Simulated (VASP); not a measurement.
# SrO (I4/mmm) in VASP: settings compared, part 2 of 2

VASP 6.6.1.

## 4. Single point, r2SCAN (epitaxial xy strain -3.6%)

POSCAR

```
SrO
1.0
    0.0000000000      2.4877905466      2.6332878515
    2.4877905466      0.0000000000      2.6332878515
    2.4877905466      2.4877905466      0.0000000000
Sr O
1 1
Direct
    0.5000000000      0.5000000000      0.5000000000
    0.0000000000      0.0000000000      0.0000000000
```

INCAR.step1

```
SYSTEM = SrO
PREC     = Accurate       ! precision mode
ENCUT    = 520            ! plane-wave cutoff, eV
ISMEAR   = 0              ! smearing method
SIGMA    = 0.01           ! smearing width, eV
LREAL    = .False.        ! projectors in reciprocal space
LASPH    = .True.         ! aspherical terms in the spheres
NELM     = 60             ! most SCF steps
NBANDS   = 15             ! bands
GGA      = PE             ! functional
ALGO     = Normal         ! electronic algorithm
EDIFF    = 1E-4           ! SCF threshold, eV
LWAVE    = .True.         ! write WAVECAR
LCHARG   = .False.        ! write CHGCAR
```

INCAR.step2

```
SYSTEM = SrO
PREC     = Accurate       ! precision mode
ENCUT    = 520            ! plane-wave cutoff, eV
EDIFF    = 1E-7           ! SCF threshold, eV
ISMEAR   = 0              ! smearing method
SIGMA    = 0.01           ! smearing width, eV
LREAL    = .False.        ! projectors in reciprocal space
LASPH    = .True.         ! aspherical terms in the spheres
NELM     = 60             ! most SCF steps
ALGO     = Normal         ! electronic algorithm
ISIF     = 2              ! what is computed and relaxed
LWAVE    = .False.        ! write WAVECAR
LCHARG   = .False.        ! write CHGCAR
METAGGA  = R2SCAN         ! meta-GGA
LMIXTAU  = .True.       
NBANDS   = 15             ! bands
ISTART   = 1
```

KPOINTS

```
regular mesh
0
Gamma
  8 8 8
  0 0 0
```

Potentials or basis: VASP PAW PBE potentials, release 64 (Sr_sv, O).

On the command line:

```bash
$ cat potpaw_PBE.64/Sr_sv/POTCAR potpaw_PBE.64/O/POTCAR > POTCAR
$ cp INCAR.step1 INCAR
$ mpirun -np 1 vasp_std > vasp.out
$ cp INCAR.step2 INCAR
$ mpirun -np 1 vasp_std > vasp.out
```

OUTCAR:

```text
SYSTEM = SrO
   PREC = Accurate
   ENCUT = 520
   EDIFF = 1E-7
   ISMEAR = 0
   LREAL = .False.
   LASPH = .True.
   NELM = 60
   ISIF = 2
   METAGGA = R2SCAN
   ISTART = 1

 ion  position               nearest neighbor table
   1  0.500  0.500  0.500-   2 2.49   2 2.49   2 2.49   2 2.49   2 2.63   2 2.63
   2  0.000  0.000  0.000-   1 2.49   1 2.49   1 2.49   1 2.49   1 2.63   1 2.63

  LATTYP: Found a body centered tetragonal cell.
 ALAT       =     3.5182671313
 C/A-ratio  =     1.4969232029

  Lattice vectors:

 A1 = (  -2.4877905466,   0.0000000000,   2.6332878515)
[... 611 lines left out ...]
     12      11.1326      0.00000
     13      12.9935      0.00000
     14      14.0615      0.00000
     15      18.7287      0.00000

 [... further k-points ...]
[... 5 lines left out ...]
  --------------------------------------------------------------------------------------
  -------------------------------------------------------------------------------------
  Total        2.0859566      2.0859566      0.0809220      0.0000000      0.0000000     -0.0000000
  in kB      102.5321090    102.5321090      3.9775992      0.0000000      0.0000000     -0.0000000
  external PRESSURE =      69.6806057 kB  Pullay stress =       0.0000000 kB

 VOLUME and BASIS-vectors are now :
 -----------------------------------------------------------------------------
  energy-cutoff  :      520.00
  volume of cell :       32.60
      direct lattice vectors                 reciprocal lattice vectors
     0.000000000  2.487790547  2.633287851    -0.200981550  0.200981550  0.189876697
     2.487790547  0.000000000  2.633287851     0.200981550 -0.200981550  0.189876697
     2.487790547  2.487790547  0.000000000     0.200981550  0.200981550 -0.189876697

 POSITION                                       TOTAL-FORCE (eV/Angst)
 -----------------------------------------------------------------------------------
      2.48779      2.48779      2.63329         0.000000      0.000000     -0.000000
      0.00000      0.00000      0.00000        -0.000000     -0.000000      0.000000
 -----------------------------------------------------------------------------------
    total drift:                                0.000000      0.000000      0.000000

  FREE ENERGIE OF THE ION-ELECTRON SYSTEM (eV)
  ---------------------------------------------------
  free  energy   TOTEN  =       -26.9802695024 eV

  energy  without entropy=      -26.9802695024  energy(sigma->0) =      -26.98026950
```

OUTCAR.step1:

```text
SYSTEM = SrO
   PREC = Accurate
   ENCUT = 520
   ISMEAR = 0
   LREAL = .False.
   LASPH = .True.
[... 654 lines left out ...]
      2.48779      2.48779      2.63329         0.000000     -0.000000      0.000000
      0.00000      0.00000      0.00000        -0.000000      0.000000      0.000000
 -----------------------------------------------------------------------------------
    total drift:                                0.000000      0.000000      0.000000

  FREE ENERGIE OF THE ION-ELECTRON SYSTEM (eV)
  ---------------------------------------------------
  free  energy   TOTEN  =       -11.9548629192 eV

  energy  without entropy=      -11.9548629192  energy(sigma->0) =      -11.95486292
```

OSZICAR.step1:

```text
N       E                     dE             d eps       ncg     rms          rms(c)
DAV:   1     0.624332882555E+02    0.62433E+02   -0.77790E+03  1778   0.101E+03
DAV:   2    -0.108108594561E+02   -0.73244E+02   -0.67091E+02  2444   0.216E+02
DAV:   3    -0.140983023814E+02   -0.32874E+01   -0.32703E+01  2540   0.389E+01
DAV:   4    -0.141968832947E+02   -0.98581E-01   -0.98559E-01  2221   0.486E+00
DAV:   5    -0.141973470938E+02   -0.46380E-03   -0.46379E-03  2251   0.338E-01    0.183E+01
DAV:   6    -0.120896990002E+02    0.21076E+01   -0.65436E+00  1840   0.200E+01    0.214E+01
DAV:   7    -0.119643011875E+02    0.12540E+00   -0.26692E-01  2148   0.471E+00    0.125E+01
DAV:   8    -0.119524886492E+02    0.11813E-01   -0.11263E-01  2295   0.331E+00    0.656E-01
DAV:   9    -0.119542240636E+02   -0.17354E-02   -0.53356E-03  2328   0.478E-01    0.233E-01
DAV:  10    -0.119547227651E+02   -0.49870E-03   -0.46470E-04  1882   0.193E-01    0.718E-02
DAV:  11    -0.119548454624E+02   -0.12270E-03   -0.10888E-04  1658   0.782E-02    0.290E-02
DAV:  12    -0.119548629192E+02   -0.17457E-04   -0.27214E-05  1382   0.383E-02
   1 F= -.11954863E+02 E0= -.11954863E+02  d E =-.123946E-29
```

It took 4 min on 1 thread of Intel Xeon 8259CL, shared host; peak memory 0.19 GiB.

Results:

- Free energy: -26.9803 eV
- Pressure: 7.0 GPa
- Band gap on the k mesh: 3.58 eV, indirect (least direct gap 3.60 eV)

Stress tensor (GPa, compression positive):
```
10.25  0.00  0.00
 0.00 10.25  0.00
 0.00  0.00  0.40
```

Levels at points of the mesh, in eV from the valence-band top:
```
           k point  band 6  band 7  band 8  band 9  band 10  band 11
(0.00, 0.00, 0.00)   -0.21    0.00    0.00    4.80     6.51     6.97
(0.50, 0.00, 0.00)   -2.28   -1.31   -1.30    7.21     9.33     9.66
(0.50, 0.50, 0.00)   -0.66   -0.05   -0.05    3.79     8.80    11.19
(0.50, 0.00, 0.50)   -0.30   -0.29   -0.02    3.58     8.73    11.19
```

Caveat: the cell differs from its parent crystal (epitaxial xy strain -3.6%); the PAW data sets were made with another functional, which shifts forces and pressure a little. A k mesh can miss the band edges.

## 5. Single point, r2SCAN (uniaxial y strain +5.0%)

POSCAR

```
SrO
1.0
    0.0000000000      2.7091453417      2.5798927166
    2.5798927166      0.0000000000      2.5798927166
    2.5798927166      2.7091453417      0.0000000000
Sr O
1 1
Direct
    0.5000000000      0.5000000000      0.5000000000
    0.0000000000      0.0000000000      0.0000000000
```

INCAR.step1

```
SYSTEM = SrO
ALGO     = Normal         ! electronic algorithm
EDIFF    = 1E-4           ! SCF threshold, eV
ENCUT    = 520            ! plane-wave cutoff, eV
GGA      = PE             ! functional
ISMEAR   = 0              ! smearing method
LASPH    = .TRUE.         ! aspherical terms in the spheres
LCHARG   = .FALSE.        ! write CHGCAR
LREAL    = .FALSE.        ! projectors in reciprocal space
LWAVE    = .TRUE.         ! write WAVECAR
NBANDS   = 15             ! bands
NELM     = 80             ! most SCF steps
PREC     = Accurate       ! precision mode
SIGMA    = 0.01           ! smearing width, eV
```

INCAR.step2

```
SYSTEM = SrO
ALGO     = Normal         ! electronic algorithm
EDIFF    = 1E-6           ! SCF threshold, eV
ENCUT    = 520            ! plane-wave cutoff, eV
ISIF     = 2              ! what is computed and relaxed
ISMEAR   = 0              ! smearing method
ISTART   = 1            
LASPH    = .TRUE.         ! aspherical terms in the spheres
LCHARG   = .FALSE.        ! write CHGCAR
LMIXTAU  = .TRUE.       
LREAL    = .FALSE.        ! projectors in reciprocal space
LWAVE    = .FALSE.        ! write WAVECAR
METAGGA  = R2SCAN         ! meta-GGA
NBANDS   = 15             ! bands
NELM     = 80             ! most SCF steps
PREC     = Accurate       ! precision mode
SIGMA    = 0.01           ! smearing width, eV
```

KPOINTS

```
k-points
0
G
  8 8 8
  0 0 0
```

On the command line:

```bash
$ cat potpaw_PBE.64/Sr_sv/POTCAR potpaw_PBE.64/O/POTCAR > POTCAR
$ cp INCAR.step1 INCAR
$ mpirun -np 1 vasp_std > vasp.out
$ cp INCAR.step2 INCAR
$ mpirun -np 1 vasp_std > vasp.out
```

It took 3.5 min on 1 thread of Intel Xeon 8259CL, shared host; peak memory 0.18 GiB.

The run converged. Its results:

```
Free energy            : -27.0212 eV
Pressure               : -3.2 GPa
Band gap on the k mesh : 3.67 eV, indirect (least direct gap 3.78 eV)
```

Stress tensor (GPa, compression positive):
```
-1.66  0.00  0.00
 0.00 -6.42  0.00
 0.00  0.00 -1.66
```

Levels at points of the mesh, in eV from the valence-band top:
```
           k point  band 6  band 7  band 8  band 9  band 10  band 11
(0.00, 0.00, 0.00)   -0.13    0.00    0.00    4.13     6.38     6.72
(0.50, 0.00, 0.00)   -2.05   -1.08   -1.07    6.80     8.53     9.08
(0.50, 0.50, 0.00)   -0.47   -0.27   -0.11    3.67     8.00    10.50
(0.50, 0.00, 0.50)   -0.73   -0.11   -0.11    3.84     8.04    10.37
```

Caveat: the cell differs from its parent crystal (uniaxial y strain +5.0%); the PAW data sets were made with another functional, which shifts forces and pressure a little.

## 6. Summary

```csv
level,cell,smearing,gap on the mesh (eV),pressure (GPa)
PBE,"a = 3.623, b = 3.623, c = 3.518 Å, angles 60.9, 60.9, 58.1°, 2 atoms",fermi-dirac 0.02 eV,3.11,8.7
PBE,"a = 3.741, b = 3.649 Å, angles 60.8, 58.4, 60.8°, 2 atoms",fermi-dirac 0.02 eV,3.20,-1.4
r2SCAN,"a = 3.623, b = 3.623, c = 3.518 Å, angles 60.9, 60.9, 58.1°, 2 atoms",gaussian 0.01 eV,3.58,7.0
r2SCAN,"a = 3.741, b = 3.649 Å, angles 60.8, 58.4, 60.8°, 2 atoms",gaussian 0.01 eV,3.67,-3.2
```

Alike in all rows: task single point; potentials or basis VASP PAW PBE potentials, release 64 (Sr_sv, O); no spin polarisation; k mesh 8 × 8 × 8; cutoff (eV) 520.

Caveats: the PAW data sets were made with another functional, which shifts forces and pressure a little (some runs).

Total energies depend on the potentials used, so only differences within one code and one set of settings carry meaning.
